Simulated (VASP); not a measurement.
# Hf2N (P4_2/mnm) in VASP: further runs, part 2 of 2

VASP 6.6.1. Earlier steps stand in the parts before.

### Step 4. Single point, PBEsol (strain -0.030 along x and y, +0.000 along z)

Input file INCAR:

```
SYSTEM = Hf2N
ALGO = Normal
EDIFF = 1E-6
ENCUT = 520
GGA = PS
ISIF = 2
ISMEAR = 0
LASPH = .True.
LCHARG = .False.
LREAL = .False.
LWAVE = .False.
NBANDS = 34
NELM = 60
PREC = Accurate
SIGMA = 0.15
```

Input file KPOINTS:

```
k-points
0
Gamma
  10 10 14
  0 0 0
```

Input file POSCAR:

```
Hf2N
1.0
    5.1366727569      0.0000000000      0.0000000000
    0.0000000000      5.1366727569      0.0000000000
    0.0000000000      0.0000000000      3.2274489833
Hf N
4 2
Direct
    0.2954633019      0.2954633019      0.0000000000
    0.7045366981      0.7045366981      0.0000000000
    0.7954633019      0.2045366981      0.5000000000
    0.2045366981      0.7954633019      0.5000000000
    0.0000000000      0.0000000000      0.0000000000
    0.5000000000      0.5000000000      0.5000000000
```

Potentials or basis: VASP PAW PBE potentials, release 64 (Hf_pv, N).

Run with:

```bash
cat potpaw_PBE.64/Hf_pv/POTCAR potpaw_PBE.64/N/POTCAR > POTCAR
mpirun -np 1 vasp_std > vasp.out
```

OUTCAR:

```text
SYSTEM = Hf2N
   EDIFF = 1E-6
   ENCUT = 520
   GGA = PS
   ISIF = 2
   ISMEAR = 0
   LASPH = .True.
   LREAL = .False.
   NELM = 60
   PREC = Accurate

 ion  position               nearest neighbor table
   1  0.295  0.295  0.000-   5 2.15   6 2.19   6 2.19   2 2.97   4 3.07   3 3.07   4 3.07   3 3.07
                             4 3.07   4 3.07   3 3.07   3 3.07   2 3.69   2 3.69
   2  0.705  0.705  0.000-   5 2.15   6 2.19   6 2.19   1 2.97   4 3.07   3 3.07   4 3.07   3 3.07
                             3 3.07   3 3.07   4 3.07   4 3.07   1 3.69   1 3.69
   3  0.795  0.205  0.500-   6 2.15   5 2.19   5 2.19   4 2.97   1 3.07   1 3.07   2 3.07   2 3.07
                             2 3.07   2 3.07   1 3.07   1 3.07   4 3.69   4 3.69
[... 1103 lines left out ...]
  Total        8.6982902      8.6982902      3.6486535     -0.0000000      0.0000000      0.0000000
  in kB      163.6519902    163.6519902     68.6467564     -0.0000000      0.0000000      0.0000000
  external PRESSURE =     131.9835789 kB  Pullay stress =       0.0000000 kB

 VOLUME and BASIS-vectors are now :
 -----------------------------------------------------------------------------
  energy-cutoff  :      520.00
  volume of cell :       85.16
      direct lattice vectors                 reciprocal lattice vectors
     5.136672757  0.000000000  0.000000000     0.194678549  0.000000000  0.000000000
     0.000000000  5.136672757  0.000000000     0.000000000  0.194678549  0.000000000
     0.000000000  0.000000000  3.227448983     0.000000000  0.000000000  0.309842233

 POSITION                                       TOTAL-FORCE (eV/Angst)
 -----------------------------------------------------------------------------------
      1.51770      1.51770      0.00000        -0.076451     -0.076451      0.000000
      3.61897      3.61897      0.00000         0.076451      0.076451     -0.000000
      4.08603      1.05064      1.61372        -0.076451      0.076451      0.000000
      1.05064      4.08603      1.61372         0.076451     -0.076451      0.000000
      0.00000      0.00000      0.00000        -0.000000      0.000000      0.000000
      2.56834      2.56834      1.61372        -0.000000      0.000000      0.000000
 -----------------------------------------------------------------------------------
    total drift:                                0.000000      0.000000      0.000000

  FREE ENERGIE OF THE ION-ELECTRON SYSTEM (eV)
  ---------------------------------------------------
  free  energy   TOTEN  =       -67.2648413282 eV

  energy  without entropy=      -67.2374709708  energy(sigma->0) =      -67.25115615
```

stdout:

```text
POSCAR found type information on POSCAR HfN
 POSCAR found :  2 types and       6 ions
 scaLAPACK will be used
 -----------------------------------------------------------------------------
|                                                                             |
|                                                                             |
|     You enforced a specific xc type in the INCAR file but a different       |
|     I HOPE YOU KNOW WHAT YOU ARE DOING!                                     |
|                                                                             |
 -----------------------------------------------------------------------------

 LDA part: xc-table for (Slater+PW92), standard interpolation
 POSCAR, INCAR and KPOINTS ok, starting setup
 FFT: planning ... GRIDC
 FFT: planning ... GRID_SOFT
 FFT: planning ... GRID
 WAVECAR not read
 entering main loop
```

It took 3.5 min on 1 thread of AMD EPYC 9R45 (Zen 5), shared host; peak memory 0.44 GiB.

Results:

| Property | Result |
| --- | --- |
| Free energy | -67.2648 eV |
| Pressure | 13.2 GPa |
| Largest force | 0.108 eV/Å |
| Band gap on the k mesh | zero (bands 25 and 26 overlap by 2.86 eV) |

Forces in eV/Å, atoms in the order of the input:
```
Hf  -0.076 -0.076  0.000
Hf   0.076  0.076  0.000
Hf  -0.076  0.076  0.000
Hf   0.076 -0.076  0.000
N    0.000  0.000  0.000
N    0.000  0.000  0.000
```

Stress tensor (GPa, compression positive):
```
16.37  0.00  0.00
 0.00 16.37  0.00
 0.00  0.00  6.86
```

Levels at points of the mesh, in eV from the Fermi level:
| k point | band 24 | band 25 | band 26 | band 27 | band 28 | band 29 |
| --- | --- | --- | --- | --- | --- | --- |
| (0.00, 0.00, 0.00) | 0.77 | 0.98 | 1.27 | 1.27 | 1.64 | 1.64 |
| (0.50, 0.00, 0.00) | -1.12 | 1.59 | 1.59 | 1.70 | 1.70 | 2.36 |
| (0.50, 0.50, 0.00) | -1.43 | 1.07 | 1.07 | 1.71 | 1.71 | 1.85 |
| (0.00, 0.00, 0.50) | -1.34 | -1.27 | -1.27 | 2.44 | 2.44 | 4.06 |
| (0.50, 0.00, 0.50) | -1.20 | -1.01 | -1.01 | 1.94 | 1.94 | 4.22 |
| (0.50, 0.50, 0.50) | -0.89 | -0.53 | -0.53 | 1.46 | 1.46 | 3.16 |

Caveat: the cell differs from its parent crystal (strain -0.030 along x and y, +0.000 along z); the stress differs along the axes, from 7 to 16 GPa; the PAW data sets were made with another functional, which shifts forces and pressure a little; spin-orbit coupling is left out, which moves the levels of the heavy elements.

### Step 5. Summary

```tsv
cell	gap on the mesh (eV)	pressure (GPa)	largest force (eV/Å)
a = 5.137, b = 5.137, c = 3.131 Å, 6 atoms	none	21.9	0.20
a = 5.137, b = 5.137, c = 3.179 Å, 6 atoms	none	17.4	0.14
a = 5.137, b = 5.137, c = 3.227 Å, 6 atoms	none	13.2	0.11
```

Alike in all rows: task single point; level PBEsol; potentials or basis VASP PAW PBE potentials, release 64 (Hf_pv, N); no spin polarisation; k mesh 10 × 10 × 14; cutoff (eV) 520; smearing gaussian 0.15 eV.

Caveats: the PAW data sets were made with another functional, which shifts forces and pressure a little; spin-orbit coupling is left out, which moves the levels of the heavy elements; the cell stands under pressure (at least some runs); the stress differs along the axes, from 7 to 16 GPa (at least some runs).

Total energies depend on the potentials used, so only differences within one code and one set of settings carry meaning.
